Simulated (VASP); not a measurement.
Input of a VASP 6.6.1 run:

INCAR

```
ALGO = Normal ; EDIFF = 1E-7
ENCUT = 520 ; GGA = PS
ISIF = 2 ; ISMEAR = 0
LASPH = True ; LCHARG = False
LREAL = False ; LWAVE = False
NBANDS = 16 ; NELM = 80
PREC = Accurate ; SIGMA = 0.15
```

KPOINTS

```
k-points
0
Gamma
  16 16 16
```

POSCAR

```
ZrS
1.0
    0.0000000000      2.7300000000      2.8350000000
    2.7300000000      0.0000000000      2.8350000000
    2.7300000000      2.7300000000      0.0000000000
Zr S
1 1
Direct
    0.0000000000      0.0000000000      0.0000000000
    0.5000000000      0.5000000000      0.5000000000
```

Potentials or basis: VASP PAW PBE potentials, release 64 (Zr_sv, S).

Command:

```console
$ cat potpaw_PBE.64/Zr_sv/POTCAR potpaw_PBE.64/S/POTCAR > POTCAR
$ mpirun -np 1 vasp_std > vasp.out
```

Question: What does it give for the pressure?

Answer: -18.6 GPa.

Question: Predict the band gap on the k mesh.

Answer: Zero (band 9 reaches 9.85 eV, above the bottom of band 10 at 7.74 eV).

Stress tensor (GPa, compression positive):
```
-17.82   0.00   0.00
  0.00 -17.82   0.00
  0.00   0.00 -20.17
```

Caveat: the cell differs from its parent crystal (strain +0.040 along x and y, +0.080 along z); the PAW data sets were made with another functional, which shifts forces and pressure a little.
